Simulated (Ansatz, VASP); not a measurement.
**Mo in VASP and in Ansatz**

```
CELL_PARAMETERS angstrom
2.86333 0.00000 0.00000
-1.43167 2.47972 0.00000
0.00000 0.00000 5.10376
ATOMIC_POSITIONS crystal
Mo 0.33333 0.66667 0.25000
Mo 0.66667 0.33333 0.75000
```

Alike in both runs: task single point; functional BLYP; k mesh 15 × 15 × 7; occupations fermi-dirac, width 0.1 eV; no spin polarisation.

|  | VASP | Ansatz |
| --- | --- | --- |
| version | VASP 6.6.1 | Ansatz 0.2.0 |
| potentials or method | VASP PAW PBE potentials, release 64 (Mo_sv), cutoff 520 eV | plane waves (420 eV) with PAW, scalar-relativistic |
| valence electrons in the cell | 28 | 28 |

VASP gave:

```
pressure (GPa)                                                : -13.4
traceless stress, the component that is largest in VASP (GPa) : 1.78
```

**Question.** What did Ansatz give for the same quantities?

**Answer.** Pressure (GPa): -14.0; traceless stress, the component that is largest in VASP (GPa): 1.92.

VASP's potentials were made for PBE, not for BLYP.
